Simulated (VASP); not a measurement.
Write the native input for VASP 6.6.1 that does the following.

```
Task                   : relaxation of cell and atoms
Functional             : PBE
Potentials or basis    : VASP PAW PBE potentials, release 64 (Sn_d, O)
Cutoff                 : 600 eV
k mesh                 : 6 × 6 × 4
Occupations            : gaussian, width 0.1 eV
Spin                   : no spin polarisation
Dipole correction      : no
Further INCAR settings : ALGO = Normal; EDIFF = 1e-07; IBRION = 2; EDIFFG = -0.04; NSW = 90; ISIF = 3
```

The structure of SnO lies in POSCAR:

```
SnO
1.0
    3.4949886900      0.0000000000      0.0000000000
   -1.7474943500      3.0267489900      0.0000000000
    0.0000000000      0.0000000000      5.7503532000
Sn O
2 2
Direct
    0.3333333300      0.6666666700      0.3731349300
    0.6666666700      0.3333333300      0.8731349300
    0.3333333300      0.6666666700      0.0000000000
    0.6666666700      0.3333333300      0.5000000000
```

These files were run (other wordings do the same):

INCAR

```
  PREC = Accurate
  ENCUT = 600
  EDIFF = 1E-7
  ISMEAR = 0
  SIGMA = 0.1
  LREAL = False
  LASPH = True
  NELM = 100
  ALGO = Normal
  ISIF = 3
  LWAVE = False
  LCHARG = False
  GGA = PE
  IBRION = 2
  NSW = 90
  EDIFFG = -0.04
```

KPOINTS

```
Automatic mesh
0
Gamma
  6 6 4
```

Potentials or basis: VASP PAW PBE potentials, release 64 (Sn_d, O).

The run is started by

```bash
$ cat potpaw_PBE.64/Sn_d/POTCAR potpaw_PBE.64/O/POTCAR > POTCAR
$ mpirun -np 1 vasp_std > vasp.out
```

Results of the run:

```
Relaxed volume                         : 20.61 Å³/atom
Relaxed cell                           : a = 3.851 Å, b = 3.851 Å, c = 6.418 Å, α = 90.00°, β = 90.00°, γ = 120.00°
Space group after relaxing (to 0.05 Å) : P6_3mc (No. 186)
Energy gained by relaxing              : 487.1 meV/atom
Ionic steps                            : 3
Pressure after relaxing                : 0.2 GPa
Band gap on the k mesh                 : 1.00 eV, indirect (least direct gap 1.19 eV)
```

Caveat: the volume moved by over 15 % at a fixed basis, so the end points are rough; spin-orbit coupling is left out, which moves the levels of the heavy elements.

Run time: 75 s on 1 thread of Intel(R) Xeon(R) Platinum 8488C (Sapphire Rapids), on a shared host, peak memory 0.21 GiB.
